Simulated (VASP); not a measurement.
# Ir: single point with LDA

Ir:

```xyz
2
Lattice="2.7052 0.0000 0.0000 -1.3526 2.3428 0.0000 0.0000 0.0000 4.7371" Properties=species:S:1:pos:R:3 pbc="T T T"
Ir    1.3526    0.7809    3.5528
Ir    0.0000    1.5619    1.1843
```

This isn't the form of Ir at room conditions, which is fcc.

- Program: VASP 6.6.1
- Task: single point
- Functional: LDA
- Potentials or basis: VASP PAW LDA potentials, release 64 (Ir)
- Cutoff: 520 eV
- k mesh: 18 × 18 × 10
- Occupations: gaussian, width 0.15 eV
- Spin: no spin polarisation
- Dipole correction: no
- Further INCAR settings: ALGO = Normal; EDIFF = 1e-07; NBANDS = 16

```yaml
Pressure: -21.5 GPa
Band_gap_on_the_k_mesh: zero (bands 9 and 10 overlap by 3.34 eV)
```

Stress tensor (GPa, compression positive):
```
-14.07   0.00   0.00
  0.00 -14.07   0.00
  0.00   0.00 -36.36
```

Levels at points of the mesh, in eV from the Fermi level:
| k point | band 6 | band 7 | band 8 | band 9 | band 10 | band 11 | band 12 | band 13 |
| --- | --- | --- | --- | --- | --- | --- | --- | --- |
| (0.00, 0.00, 0.00) | -2.98 | -2.98 | -1.48 | -1.48 | -1.18 | 0.41 | 0.41 | 5.61 |
| (0.50, 0.00, 0.00) | -3.00 | -2.75 | 0.68 | 1.21 | 1.45 | 3.00 | 4.50 | 7.94 |
| (0.00, 0.00, 0.50) | -3.41 | -3.41 | -3.41 | -0.27 | -0.27 | -0.27 | -0.27 | 12.41 |
| (0.50, 0.00, 0.50) | -1.55 | -0.70 | -0.70 | 1.34 | 1.34 | 2.01 | 2.01 | 7.58 |

It took 72 s on 1 thread of AMD EPYC 9R45 (Zen 5) (shared host), peak memory 0.17 GiB.

Caveat: the cell stands under tension; spin-orbit coupling is left out, which moves the levels of the heavy elements.
